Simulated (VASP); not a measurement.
Set up this calculation in VASP 6.6.1, as the native input.

| Property | Result |
| --- | --- |
| Task | relaxation of cell and atoms |
| Functional | PBE |
| Potentials or basis | VASP PAW PBE potentials, release 64 (La, O) |
| Cutoff | 600 eV |
| k mesh | 6 × 6 × 6 |
| Occupations | gaussian, width 0.1 eV |
| Spin | no spin polarisation |
| Dipole correction | no |
| Further INCAR settings | ALGO = Normal; EDIFF = 1e-06; IBRION = 2; EDIFFG = -0.04; NSW = 90; ISIF = 3 |

The structure of La2O lies in POSCAR:

```
La2O
1.0
    0.0000000000      3.0633696600      3.0633696600
    3.0633696600      0.0000000000      3.0633696600
    3.0633696600      3.0633696600      0.0000000000
La O
2 1
Direct
    0.2500000000      0.2500000000      0.2500000000
    0.7500000000      0.7500000000      0.7500000000
    0.0000000000      0.0000000000      0.0000000000
```

One way to write it, as run:

INCAR

```
SYSTEM = La2O
PREC     = Accurate       ! precision mode
ENCUT    = 600            ! plane-wave cutoff, eV
EDIFF    = 1E-6           ! SCF threshold, eV
ISMEAR   = 0              ! smearing method
SIGMA    = 0.1            ! smearing width, eV
LREAL    = .False.        ! projectors in reciprocal space
LASPH    = .True.         ! aspherical terms in the spheres
NELM     = 100            ! most SCF steps
ALGO     = Normal         ! electronic algorithm
ISIF     = 3              ! what is computed and relaxed
LWAVE    = .False.        ! write WAVECAR
LCHARG   = .False.        ! write CHGCAR
GGA      = PE             ! functional
IBRION   = 2              ! ionic algorithm
NSW      = 90             ! ionic steps
EDIFFG   = -0.04          ! ionic threshold
```

KPOINTS

```
regular mesh
0
Gamma
  6 6 6
  0 0 0
```

Potentials or basis: VASP PAW PBE potentials, release 64 (La, O).

Run with:

```sh
$ cat potpaw_PBE.64/La/POTCAR potpaw_PBE.64/O/POTCAR > POTCAR
$ mpirun -np 1 vasp_std > vasp.out
```

Results of the run:

```json
{
 "Relaxed volume": "21.68 Å³/atom",
 "Relaxed cell": "a = 4.514 Å, b = 4.514 Å, c = 4.514 Å, α = 60.00°, β = 60.00°, γ = 60.00°",
 "Space group after relaxing (to 0.05 Å)": "Fm-3m (No. 225)",
 "Energy gained by relaxing": "83.4 meV/atom",
 "Ionic steps": "3",
 "Pressure after relaxing": "0.0 GPa",
 "Band gap on the k mesh": "zero (band 14 reaches 10.77 eV, above the bottom of band 15 at 8.72 eV)"
}
```

Caveat: spin-orbit coupling is left out, which moves the levels of the heavy elements.

It took 62 s on 1 thread of Intel(R) Xeon(R) Platinum 8488C (Sapphire Rapids) (shared host), peak memory 0.22 GiB.
